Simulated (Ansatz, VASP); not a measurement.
## AlCu in VASP and in Ansatz

INCAR

```
  PREC = Accurate
  ENCUT = 520
  EDIFF = 1E-7
  ISMEAR = 0
  SIGMA = 0.15
  LREAL = F
  LASPH = T
  NELM = 100
  ALGO = Fast
  ISIF = 2
  LWAVE = F
  LCHARG = F
  GGA = PS
  NBANDS = 14
```

Contents of KPOINTS:

```
Automatic mesh
0
Gamma
  16 16 16
```

POSCAR

```
AlCu
1.0
    2.9975090000      0.0000000000      0.0000000000
    0.0000000000      2.9975090000      0.0000000000
    0.0000000000      0.0000000000      2.9975090000
Al Cu
1 1
Direct
    0.1668051706      0.0000000000      0.0000000000
    0.5000000000      0.5000000000      0.5000000000
```

Input for Ansatz:

```yaml
crystal:
  lattice:
    - [2.997509, 0.0, 0.0]
    - [0.0, 2.997509, 0.0]
    - [0.0, 0.0, 2.997509]
  atoms:
    - { symbol: Al, position: [0.1668051706, 0.0, 0.0] }
    - { symbol: Cu, position: [0.5, 0.5, 0.5] }
basis:
  ecutwfc: 420
kpoints:
  mp_grid: { grid: [16, 16, 16] }
hamiltonian:
  xc: pbesol
scf:
  occupations: { method: gaussian, width: 0.15 }
output:
  forces: true
  stress: true
  eigenvalues: true
  write_density: true
  write_potential: true
  elf: true
  volumetric_format: npy
```

Change from the starting cell: all Al atoms moved -0.500 Å, as atom 1 towards its neighbour atom 1 (Al) at 2.998 Å.

Alike in both runs: task single point; functional PBEsol; k mesh 16 × 16 × 16; occupations gaussian, width 0.15 eV; no spin polarisation.

|  | VASP | Ansatz |
| --- | --- | --- |
| version | VASP 6.6.1 | Ansatz 0.2.0 |
| potentials or method | VASP PAW PBE potentials, release 64 (Al, Cu), cutoff 520 eV | scalar-relativistic, plane waves, PAW |
| valence electrons in the cell | 14 | 22 |

```tsv
	VASP	Ansatz	Ansatz less VASP
gap on the k mesh at the Fermi level (eV)	none	none	-
pressure (GPa)	6.2	5.8	-0.43
traceless stress, the component that is largest in VASP (GPa)	-6.02	-5.94	+0.073
rms of the force components (eV/Å)	1.059	1.052	-0.0063
```

VASP's potentials were made for PBE, not for PBEsol. Atom by atom the forces differ by 0.006 eV/Å (rms over components). A gap of «none» marks a metal or a gap that the smearing closes. VASP's potentials hold 14 valence electrons a cell and Ansatz's 22, so a difference there can come from the potentials and not from the codes.
